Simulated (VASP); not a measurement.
## TiC: single point with PBE

Crystal: TiC.

```
Ti C
1.0
     0.00000    2.05814    2.16646
     2.05814    0.00000    2.16646
     2.05814    2.05814    0.00000
Ti C
1 1
Direct
  0.00000 0.00000 0.00000
  0.50000 0.50000 0.50000
```

This cell differs from its parent crystal: strain -0.050 along x and y, +0.000 along z.

```json
{
 "Program": "VASP 6.6.1",
 "Task": "single point",
 "Functional": "PBE",
 "Potentials or basis": "VASP PAW PBE potentials, release 64 (Ti_sv, C)",
 "Cutoff": "520 eV",
 "k mesh": "24 × 24 × 24",
 "Occupations": "gaussian, width 0.15 eV",
 "Spin": "no spin polarisation",
 "Dipole correction": "no",
 "Further INCAR settings": "ALGO = Normal; EDIFF = 1e-06; NBANDS = 15"
}
```

| Quantity | Value |
| --- | --- |
| Pressure | 33.2 GPa |
| Band gap on the k mesh | zero (band 8 reaches 11.54 eV, above the bottom of band 9 at 10.07 eV) |

Stress tensor (GPa, compression positive):
```
42.94  0.00  0.00
 0.00 42.94  0.00
 0.00  0.00 13.69
```

Levels at points of the mesh, in eV from the Fermi level:
| k point | band 5 | band 6 | band 7 | band 8 | band 9 | band 10 | band 11 | band 12 |
| --- | --- | --- | --- | --- | --- | --- | --- | --- |
| (0.00, 0.00, 0.00) | -12.88 | 0.42 | 0.87 | 0.87 | 1.62 | 1.64 | 1.89 | 1.89 |
| (0.50, 0.00, 0.00) | -8.86 | -6.33 | -3.33 | -3.22 | 3.22 | 3.45 | 4.74 | 8.73 |
| (0.50, 0.50, 0.00) | -10.62 | -3.89 | -1.90 | 0.33 | 0.33 | 3.08 | 4.00 | 4.00 |
| (0.50, 0.00, 0.50) | -10.53 | -3.26 | -1.97 | -0.13 | -0.02 | 3.07 | 3.84 | 4.23 |

It took 3.4 min on 1 thread of Intel(R) Xeon(R) Platinum 8488C (Sapphire Rapids), with other jobs on the host, peak memory 0.4 GiB.

Caveat: the cell differs from its parent crystal (strain -0.050 along x and y, +0.000 along z).
